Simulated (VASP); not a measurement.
A run of VASP 6.6.1 is set up as follows.

The input INCAR:

```
SYSTEM = Re
PREC = Accurate ; ENCUT = 520
EDIFF = 1E-7 ; ISMEAR = 0
SIGMA = 0.1 ; LREAL = .FALSE.
LASPH = .TRUE. ; NELM = 60
ALGO = Normal ; ISIF = 2
LWAVE = .FALSE. ; LCHARG = .FALSE.
LDIPOL = .TRUE. ; IDIPOL = 3
DIPOL = 0.5 0.5 0.500 ; GGA = PS
NBANDS = 26
```

Contents of KPOINTS:

```
Automatic mesh
0
G
  15 15 1
  0 0 0
```

POSCAR

```
Re
1.0
    2.7439667438      0.0000000000      0.0000000000
   -1.3719833719      2.3763449072      0.0000000000
    0.0000000000      0.0000000000     23.9617578578
Re
5
Direct
    0.6666666667      0.3333333333      0.3129987393
    0.3333333333      0.6666666667      0.4064993696
    0.0000000000      0.0000000000      0.5000000000
    0.6666666667      0.3333333333      0.5935006304
    0.3333333333      0.6666666667      0.6870012607
```

Potentials or basis: VASP PAW PBE potentials, release 64 (Re).

Launch:

```console
$ cat potpaw_PBE.64/Re/POTCAR > POTCAR
$ mpirun -np 1 vasp_std > vasp.out
```

(1) What does it give for the largest force?

## Answers

(1) 1.400 eV/Å.

Caveat: the PAW data sets were made with another functional, which shifts forces and pressure a little.
